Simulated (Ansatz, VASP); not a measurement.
**Zn2InO in VASP and in Ansatz**

```
CELL_PARAMETERS angstrom
3.20224 0.00000 0.00000
0.00000 3.20224 0.00000
0.00000 0.00000 6.83954
ATOMIC_POSITIONS crystal
Zn 0.50000 0.00000 0.82484
Zn 0.00000 0.50000 0.17516
In 0.50000 0.50000 0.50000
O 0.00000 0.00000 0.00000
```

Alike in both runs: task relaxation of cell and atoms; functional PBE; k mesh 6 × 6 × 4; occupations gaussian, width 0.1 eV; no spin polarisation.

```csv
,VASP,Ansatz
version,VASP 6.6.1,Ansatz 0.2.0
potentials or method,"VASP PAW PBE potentials, release 64 (Zn, In_d, O), cutoff 600 eV","scalar-relativistic, plane waves, PAW"
valence electrons in the cell,43,43
```

VASP gave:

| Quantity | Value |
| --- | --- |
| gap on the k mesh at the Fermi level, each at its own relaxed structure (eV) | none |
| relaxed volume (Å³/atom) | 17.74 |
| relaxed length of the cell vector where the two differ most in proportion (Å) | 6.845 |

Task: Which values does Ansatz return?

Result: gap on the k mesh at the Fermi level, each at its own relaxed structure (eV): none; relaxed volume (Å³/atom): 17.67; relaxed length of the cell vector where the two differ most in proportion (Å): 6.819.

A gap of «none» marks a metal or a gap that the smearing closes.
